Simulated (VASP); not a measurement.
Input of a VASP 6.6.1 run:

The input INCAR:

```
SYSTEM = PbO
PREC = Accurate ; ENCUT = 520
EDIFF = 1E-6 ; ISMEAR = 0
SIGMA = 0.05 ; LREAL = .FALSE.
LASPH = .TRUE. ; NELM = 60
ALGO = Normal ; ISIF = 2
LWAVE = .FALSE. ; LCHARG = .FALSE.
GGA = PE ; NBANDS = 28
```

The input KPOINTS:

```
regular mesh
0
G
  10 10 6
  0 0 0
```

File POSCAR:

```
PbO
1.0
    3.6181561545      0.0000000000      0.0000000000
   -1.8090780772      3.1334151446      0.0000000000
    0.0000000000      0.0000000000      6.3515547832
Pb O
2 2
Direct
    0.3333333333      0.6666666667      0.2500000000
    0.6666666667      0.3333333333      0.7531488353
    0.0000000000      0.0000000000      0.0000000000
    0.0000000000      0.0000000000      0.5000000000
```

Potentials or basis: VASP PAW PBE potentials, release 64 (Pb_d, O).

Run with:

```bash
$ cat potpaw_PBE.64/Pb_d/POTCAR potpaw_PBE.64/O/POTCAR > POTCAR
$ mpirun -np 1 vasp_std > vasp.out
```

(1) Predict the band gap on the k mesh.

(2) What does it give for the largest force?

Results:

(1) 0.18 eV (least direct gap 0.20 eV).

(2) 0.147 eV/Å.

Caveat: the cell differs from its parent crystal (atom 2 (Pb) moved 0.02 Å along z); spin-orbit coupling is left out, which moves the levels of the heavy elements.
